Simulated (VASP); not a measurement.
Here is a VASP 6.6.1 calculation.

INCAR

```
PREC = Accurate ; ENCUT = 750
EDIFF = 1E-7 ; ISMEAR = 0
SIGMA = 0.15 ; LREAL = False
LASPH = True ; NELM = 120
ALGO = Normal ; ISIF = 3
LWAVE = False ; LCHARG = False
GGA = PS ; IVDW = 12
IBRION = 2 ; NSW = 80
EDIFFG = -0.05 ; GGA_COMPAT = False
NELMIN = 4
```

Contents of KPOINTS:

```
regular mesh
0
Gamma
  8 8 8
```

File POSCAR:

```
Li
1.0
    0.0000000000      2.2020000000      2.2020000000
    2.2020000000      0.0000000000      2.2020000000
    2.2020000000      2.2020000000      0.0000000000
Li
1
Direct
    0.0000000000      0.0000000000      0.0000000000
```

Potentials or basis: VASP PAW PBE potentials, release 64 (Li_sv).

Launch:

```bash
$ cat potpaw_PBE.64/Li_sv/POTCAR > POTCAR
$ mpirun -np 1 vasp_std > vasp.out
```

Estimate the space group after relaxing (to 0.05 Å).

Fm-3m (No. 225).

What does it give for the relaxed volume?

18.36 Å³/atom.

The path:
```tsv
step	energy change (eV)	largest force (eV/Å)	pressure (GPa)	volume (Å³)
1	0.0000	0.0000	-1.87	21.35
2	-0.0080	0.0000	-1.50	20.59
3	-0.0182	0.0000	-0.46	18.98
4	-0.0190	0.0000	0.05	18.36
```

Caveat: the PAW data sets were made with another functional, which shifts forces and pressure a little; the volume moved by -14 % from the deposited cell, more than functionals usually miss; pairwise dispersion overbinds metals, which lowers pressure and volume.
